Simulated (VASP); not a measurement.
As8Pb:

```
CELL_PARAMETERS angstrom
7.51900 0.00000 0.00000
-3.75950 6.51164 0.00000
0.00000 0.00000 4.65026
ATOMIC_POSITIONS crystal
As 0.83333 0.66667 0.13689
As 0.83333 0.16667 0.13689
As 0.33333 0.66667 0.13689
As 0.33333 0.16667 0.13689
As 0.66667 0.83333 0.86311
As 0.66667 0.33333 0.86311
As 0.16667 0.83333 0.86311
As 0.16667 0.33333 0.86311
Pb 0.00000 0.00000 0.50000
```

```yaml
Program: VASP 6.6.1
Task: relaxation of cell and atoms
Functional: PBE
Dispersion: D3(BJ)
Potentials_or_basis: VASP PAW PBE potentials, release 64 (As, Pb_d)
Cutoff: 600 eV
k_mesh: 3 × 3 × 4
Occupations: gaussian, width 0.1 eV
Spin: no spin polarisation
```

At the start: pressure 4.4 GPa; volume 25.30 Å³/atom.

Q: How do energy, volume and symmetry change on relaxing?

A: Over 14 steps the energy falls by 110.5 meV/atom and the volume is 27.32 Å³/atom (+8.0 %); space group P-3m1 (No. 164, to 0.1 Å) before and after.

The path:
| step | energy change (eV) | largest force (eV/Å) | pressure (GPa) | volume (Å³) |
| --- | --- | --- | --- | --- |
| 1 | 0.0000 | 0.8378 | 4.37 | 227.68 |
| 2 | -0.3610 | 0.7119 | -2.09 | 251.14 |
| 3 | -0.3780 | 0.6392 | -1.12 | 246.70 |
| 4 | -0.5929 | 0.3302 | -0.65 | 246.43 |
| 5 | -0.7694 | 0.7900 | 0.54 | 245.55 |
| 6 | -0.7738 | 0.9265 | 0.85 | 245.28 |
| 7 | -0.9196 | 0.4783 | -0.43 | 249.39 |
| 8 | -0.9557 | 0.2553 | -1.21 | 252.26 |
| 9 | -0.9801 | 0.0682 | 0.03 | 246.74 |
| 10 | -0.9840 | 0.0832 | -0.32 | 248.19 |
| 11 | -0.9893 | 0.1008 | -0.06 | 247.00 |
| 12 | -0.9904 | 0.1250 | 0.11 | 246.26 |
| 13 | -0.9942 | 0.0483 | -0.03 | 246.00 |
| 14 | -0.9948 | 0.0108 | -0.10 | 245.85 |

Final structure:
```cif
data_structure
_symmetry_space_group_name_H-M 'P 1'
_symmetry_Int_Tables_number 1
_cell_length_a 7.2183
_cell_length_b 7.2183
_cell_length_c 5.4484
_cell_angle_alpha 90.000
_cell_angle_beta 90.000
_cell_angle_gamma 120.000
_cell_volume 245.85
loop_
_atom_site_label
_atom_site_type_symbol
_atom_site_fract_x
_atom_site_fract_y
_atom_site_fract_z
_atom_site_occupancy
As1 As 0.82654 0.65308 0.11465 1
As2 As 0.82654 0.17346 0.11465 1
As3 As 0.33333 0.66667 0.17224 1
As4 As 0.34692 0.17346 0.11465 1
As5 As 0.65308 0.82654 0.88535 1
As6 As 0.66667 0.33333 0.82776 1
As7 As 0.17346 0.82654 0.88535 1
As8 As 0.17346 0.34692 0.88535 1
Pb1 Pb 0.00000 0.00000 0.50000 1
```

Caveat: a cell axis changed by over 15 % at a fixed basis, so the end point is rough.
